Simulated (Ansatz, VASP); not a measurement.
One calculation of SrY3, two programs

```
Sr Y
1.0
     5.23862    0.00000    0.00000
     0.00000    5.23862    0.00000
     0.00000    0.00000    5.23862
Sr Y
1 3
Direct
  0.00000 0.00000 0.00000
  0.00000 0.50000 0.50000
  0.50000 0.00000 0.50000
  0.50000 0.50000 0.00000
```

Alike in both runs: functional PBE; k mesh 4 × 4 × 4; occupations gaussian, width 0.1 eV; no spin polarisation.

Ansatz relaxed the structure, and its values are those at the end. VASP's run is a single point on that final structure, the one shown.

|  | VASP | Ansatz |
| --- | --- | --- |
| version | VASP 6.6.1 | Ansatz 0.2.0 |
| potentials or method | VASP PAW PBE potentials, release 64 (Sr_sv, Y_sv), cutoff 520 eV | scalar-relativistic, plane waves, PAW |
| valence electrons in the cell | 43 | 43 |

|  | VASP | Ansatz | Ansatz less VASP |
| --- | --- | --- | --- |
| gap on the k mesh at the Fermi level (eV) | none | none | - |
| pressure (GPa) | 0.1 | 0.1 | +0.04 |

A gap of «none» marks a metal or a gap that the smearing closes.
